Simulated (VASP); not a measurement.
# Al (P6_3/mmc) in VASP: single point with LDA

Aim: the single point of Al with LDA.

Program: VASP 6.6.1. These are calculated values, not measurements. Logs are shortened: lines on timing, memory, paths and dates and some standing lists are left out, and cuts for length are marked.

## 1. The cell of the first run

The structure is hexagonal, space group P6_3/mmc (No. 194). Conventional cell: a = 2.812 Å, b = 2.812 Å, c = 4.867 Å, α = 90.00°, β = 90.00°, γ = 120.00°. Within 3.7 Å of Al (site symmetry -6m2) lie 12 Al at 2.81 to 2.93 Å.

## 2. Single point, LDA

Contents of INCAR:

```
PREC = Accurate
ENCUT = 520
EDIFF = 1E-6
ISMEAR = 1
SIGMA = 0.1
LREAL = False
LASPH = True
NELM = 100
ALGO = Normal
ISIF = 2
LWAVE = False
LCHARG = False
NBANDS = 10
```

Contents of KPOINTS:

```
Automatic mesh
0
Gamma
  5 5 3
```

Contents of POSCAR:

```
Al
1.0
    2.8124600000      0.0000000000      0.0000000000
   -1.4062300000      2.4356600000      0.0000000000
    0.0000000000      0.0000000000      4.8668500000
Al
2
Direct
    0.6666666667      0.3333333333      0.7500000000
    0.3333333333      0.6666666667      0.2500000000
```

Potentials or basis: VASP PAW LDA potentials, release 64 (Al).

Launch:

```sh
$ cat potpaw_LDA.64/Al/POTCAR > POTCAR
$ mpirun -np 1 vasp_std > vasp.out
```

OUTCAR:

```text
PREC = Accurate
   ENCUT = 520
   EDIFF = 1E-6
   ISMEAR = 1
   LREAL = False
   LASPH = True
   NELM = 100
   ISIF = 2

 ion  position               nearest neighbor table
   1  0.667  0.333  0.750-   2 2.93   2 2.93   2 2.93   2 2.93   2 2.93   2 2.93
   2  0.333  0.667  0.250-   1 2.93   1 2.93   1 2.93   1 2.93   1 2.93   1 2.93

  LATTYP: Found a hexagonal cell.
 ALAT       =     2.8124600000
 C/A-ratio  =     1.7304601665

  Lattice vectors:

 A1 = (   2.8124600000,   0.0000000000,   0.0000000000)
 A2 = (  -1.4062300000,   2.4356600000,   0.0000000000)
 A3 = (   0.0000000000,   0.0000000000,   4.8668500000)

Analysis of symmetry for initial positions (statically):
=====================================================================
 Subroutine PRICEL returns:
 Original cell was already a primitive cell.

 Routine SETGRP: Setting up the symmetry group for a
 hexagonal supercell.

 Subroutine GETGRP returns: Found 24 space group operations
 (whereof 12 operations were pure point group operations)
 out of a pool of 24 trial point group operations.

The static configuration has the point symmetry D_3d.
 The point group associated with its full space group is D_6h.

Analysis of symmetry for dynamics (positions and initial velocities):
=====================================================================
 Subroutine PRICEL returns:
 Original cell was already a primitive cell.

 Routine SETGRP: Setting up the symmetry group for a
 hexagonal supercell.

 Subroutine GETGRP returns: Found 24 space group operations
 (whereof 12 operations were pure point group operations)
 out of a pool of 24 trial point group operations.

The dynamic configuration has the point symmetry D_3d.
 The point group associated with its full space group is D_6h.

 Subroutine INISYM returns: Found 24 space group operations
 (whereof 12 operations are pure point group operations),
 and found     1 'primitive' translations

----------------------------------------------------------------------------------------

                                     Primitive cell

  volume of cell :      33.3389

  direct lattice vectors                    reciprocal lattice vectors
     2.812460000  0.000000000  0.000000000     0.355560612  0.205283168  0.000000000
    -1.406230000  2.435660000  0.000000000     0.000000000  0.410566335  0.000000000
     0.000000000  0.000000000  4.866850000     0.000000000  0.000000000  0.205471712

  length of vectors
     2.812460000  2.812458435  4.866850000     0.410566107  0.410566335  0.205471712

  position of ions in fractional coordinates (direct lattice)
     0.666666667  0.333333333  0.750000000
     0.333333333  0.666666667  0.250000000

  ion indices of the primitive-cell ions
   primitive index   ion index
                 1           1
                 2           2

----------------------------------------------------------------------------------------

 KPOINTS: Automatic mesh

Automatic generation of k-mesh.
 Grid dimensions read from file:
 generate k-points for:    5    5    3

 Generating k-lattice:

  Cartesian coordinates                     Fractional coordinates (reciprocal lattice)
     0.071112122  0.041056634  0.000000000     0.200000000  0.000000000  0.000000000
     0.000000000  0.082113267  0.000000000     0.000000000  0.200000000  0.000000000
     0.000000000  0.000000000  0.068490571     0.000000000  0.000000000  0.333333333

  Length of vectors
     0.082113221  0.082113267  0.068490571

  Shift w.r.t. Gamma in fractional coordinates (k-lattice)
     0.000000000  0.000000000  0.000000000

 Subroutine IBZKPT returns following result:
 ===========================================

 Found     10 irreducible k-points:

 Following reciprocal coordinates:
            Coordinates               Weight
  0.000000  0.000000  0.000000      1.000000
  0.200000 -0.000000  0.000000      6.000000
  0.400000 -0.000000  0.000000      6.000000
  0.200000  0.200000  0.000000      6.000000
  0.400000  0.200000  0.000000      6.000000
  0.000000  0.000000  0.333333      2.000000
  0.200000 -0.000000  0.333333     12.000000
  0.400000 -0.000000  0.333333     12.000000
  0.200000  0.200000  0.333333     12.000000
  0.400000  0.200000  0.333333     12.000000
   k-points           NKPTS =     10   k-points in BZ     NKDIM =     10   number of bands    NBANDS=     10
   number of dos      NEDOS =    301   number of ions     NIONS =      2
   total plane-waves  NPLWV =  20736
   dimension x,y,z NGX =    24 NGY =   24 NGZ =   36
   dimension x,y,z NGXF=    48 NGYF=   48 NGZF=   72
   ions per type =               2
   NGX,Y,Z   is equivalent  to a cutoff of  14.19, 14.19, 12.30 a.u.
   NGXF,Y,Z  is equivalent  to a cutoff of  28.37, 28.37, 24.59 a.u.
 SYSTEM =  unknown system
   PREC   = accura    normal or accurate (medium, high low for compatibility)
   ISTART =      0    job   : 0-new  1-cont  2-samecut
   ICHARG =      2    charge: 1-file 2-atom 10-const
   ISPIN  =      1    spin polarized calculation?
   LNONCOLLINEAR =      F non collinear calculations
   LSORBIT =      F    spin-orbit coupling
   LASPH  =      T    aspherical Exc in radial PAW
   ENCUT  =  520.0 eV  38.22 Ry    6.18 a.u.   5.23  5.23  9.05*2*pi/ulx,y,z
   NELM   =    100;   NELMIN=  2; NELMDL= -5     # of ELM steps
   EDIFF  = 0.1E-05   stopping-criterion for ELM
   LREAL  =      F    real-space projection
   EDIFFG = 0.1E-04   stopping-criterion for IOM
   NSW    =      0    number of steps for IOM
   IBRION =     -1    ionic relax: 0-MD 1-quasi-New 2-CG
   NFREE  =      0    steps in history (QN), initial steepest desc. (CG)
   ISIF   =      2    stress and relaxation
   ISYM   =      2    0-nonsym 1-usesym 2-fastsym
   POTIM  = 0.5000    time-step for ionic-motion
   TEBEG  =    0.0;   TEEND  =   0.0 temperature during run
   PSTRESS=    0.0 pullay stress
   NELECT =       6.0000    total number of electrons
   NUPDOWN=      -1.0000    fix difference up-down
   EMIN   =  10.00;   EMAX   =-10.00  energy-range for DOS
   EFERMI =   0.00;   METHOD = LEGACY
   ISMEAR =     1;   SIGMA  =   0.10  broadening in eV -4-tet -1-fermi 0-gaus
   EFERMI_NEDOS =   21; number of points for ismear=-14 and -15
   IALGO  =     38    algorithm
   IMIX   =      4    mixing-type and parameters
     AMIX     =   0.40;   BMIX     =  1.00
     AMIX_MAG =   1.60;   BMIX_MAG =  1.00
  volume/ion in A,a.u.               =      16.67       112.49
  Fermi-wavevector in a.u.,A,eV,Ry     =   0.924290  1.746655 11.623620  0.854312
  Thomas-Fermi vector in A             =   2.050020
   LORBIT       =      0    0 simple, 1 ext, 2 COOP (PROOUT), +10 PAW based schemes
   GGA     = CA    functional components
   LHFCALC =     F    Hartree Fock is set to
   AEXX    =    0.0000 exact exchange contribution
   IVDW    =     0    specifies the selected vdW correction
   LEPSILON=     F    determine dielectric tensor
   LRPA    =     F    only Hartree local field effects (RPA)
 non-spin polarized calculation
 Methfessel and Paxton  Order N= 1 SIGMA  =   0.10
  energy-cutoff  :      520.00
  volume of cell :       33.34
 maximum number of plane-waves:       904
 NGX is ok and might be reduce to    24
   NGX = 11   NGY = 11   NGZ = 19

 number of electron       6.0000000 magnetization

 Free energy of the ion-electron system (eV)
  ---------------------------------------------------
  ext. energy  EPLUGINS =         0.00000000
  ---------------------------------------------------
  free energy    TOTEN  =        -8.37216019 eV

  energy without entropy =       -8.36785004  energy(sigma->0) =       -8.37072347

 E-fermi :   7.9531     XC(G=0): -10.3048

 val. band max:        7.9517064011   @ k =   0.4000  -0.0000   0.3333
 cond. band min:       8.2348814483   @ k =   0.2000  -0.0000   0.3333
 fundamental gap:      0.2831750472
 Fermi energy:         7.9530666264

 k-point     1 :       0.0000    0.0000    0.0000
  band No.  band energies     occupation
      1      -3.3488      2.00000
      2       2.6085      2.00000
      3       2.8997      2.00000
      4      18.8127      0.00000
      5      18.9898      0.00000
      6      18.9898      0.00000
      7      19.2892      0.00000
      8      19.2892      0.00000
      9      19.8960      0.00000
     10      22.3259      0.00000

 k-point     2 :       0.2000   -0.0000    0.0000
  band No.  band energies     occupation
      1      -2.3566      2.00000
      2       3.5762      2.00000
      3       3.8281      2.00000
      4      11.9092      0.00000
      5      15.7548      0.00000
      6      16.5831      0.00000
      7      17.6829      0.00000
      8      17.6886      0.00000
      9      20.5156      0.00000
     10      20.7643      0.00000

 k-point     3 :       0.4000   -0.0000    0.0000
  band No.  band energies     occupation
      1       0.5759      2.00000
      2       5.1778      2.00000
      3       6.6004      2.00000
      4       6.6833      2.00000
      5      11.0809      0.00000
      6      11.3412      0.00000
      7      14.0747      0.00000
      8      15.6449      0.00000
      9      19.0316      0.00000
     10      19.7856      0.00000

 k-point     4 :       0.2000    0.2000    0.0000
  band No.  band energies     occupation
      1      -0.3940      2.00000
      2       5.4145      2.00000
      3       5.6820      2.00000
      4       9.0852     -0.00000
      5       9.2878     -0.00000
      6      14.4523      0.00000
      7      14.4603      0.00000
      8      15.2301      0.00000
      9      15.7655      0.00000
     10      21.7170      0.00000
[... 40 lines left out ...]
 k-point     8 :       0.4000   -0.0000    0.3333
  band No.  band energies     occupation
      1       1.2464      2.00000
      2       3.2240      2.00000
      3       6.0559      2.00000
      4       7.9517      1.02302
      5      11.1100      0.00000
      6      14.6617      0.00000
      7      15.1626      0.00000
      8      15.8037      0.00000
      9      16.4245      0.00000
     10      17.2828      0.00000

 k-point     9 :       0.2000    0.2000    0.3333
  band No.  band energies     occupation
      1       0.2822      2.00000
      2       2.2883      2.00000
      3       9.4046     -0.00000
      4       9.6679     -0.00000
      5      10.2331      0.00000
      6      11.7314      0.00000
      7      12.1979      0.00000
      8      15.9060      0.00000
      9      19.3254      0.00000
     10      19.5034      0.00000

 k-point    10 :       0.4000    0.2000    0.3333
  band No.  band energies     occupation
      1       4.0143      2.00000
      2       4.1159      2.00000
      3       6.0781      2.00000
      4       6.1885      2.00000
      5       8.9148     -0.00000
      6      10.7159      0.00000
      7      13.9328      0.00000
      8      14.1634      0.00000
      9      18.0472      0.00000
     10      19.6661      0.00000

------------------------ aborting loop because EDIFF is reached ----------------------------------------

  FORCE on cell =-STRESS in cart. coord.  units (eV):
  Direction    XX          YY          ZZ          XY          YZ          ZX
  --------------------------------------------------------------------------------------
  -------------------------------------------------------------------------------------
  Total       -0.2081504     -0.2081501     -1.4926756      0.0000000      0.0000000      0.0000000
  in kB      -10.0031520    -10.0031372    -71.7340000      0.0000000      0.0000000      0.0000000
  external PRESSURE =     -30.5800964 kB  Pullay stress =       0.0000000 kB

 VOLUME and BASIS-vectors are now :
 -----------------------------------------------------------------------------
  energy-cutoff  :      520.00
  volume of cell :       33.34
      direct lattice vectors                 reciprocal lattice vectors
     2.812460000  0.000000000  0.000000000     0.355560612  0.205283168  0.000000000
    -1.406230000  2.435660000  0.000000000     0.000000000  0.410566335  0.000000000
     0.000000000  0.000000000  4.866850000     0.000000000  0.000000000  0.205471712

 POSITION                                       TOTAL-FORCE (eV/Angst)
 -----------------------------------------------------------------------------------
      1.40623      0.81189      3.65014        -0.000000     -0.000000      0.000000
     -0.00000      1.62377      1.21671         0.000000      0.000000      0.000000
 -----------------------------------------------------------------------------------
    total drift:                                0.000000     -0.000000      0.000000

  FREE ENERGIE OF THE ION-ELECTRON SYSTEM (eV)
  ---------------------------------------------------
  free  energy   TOTEN  =        -8.3721601861 eV

  energy  without entropy=       -8.3678500399  energy(sigma->0) =       -8.37072347
```

It took 1.6 s on 1 thread of Intel Xeon 6975P-C, shared host; peak memory 0.13 GiB.

Results:

```yaml
Free_energy: -8.3722 eV
Pressure: -3.1 GPa
Band_gap_on_the_k_mesh: zero (band 3 reaches 9.40 eV, above the bottom of band 4 at 6.19 eV)
```

Stress tensor (GPa, compression positive):
```
-1.00  0.00  0.00
 0.00 -1.00  0.00
 0.00  0.00 -7.17
```

Caveat: the k points lie up to 0.52 Å⁻¹ apart.
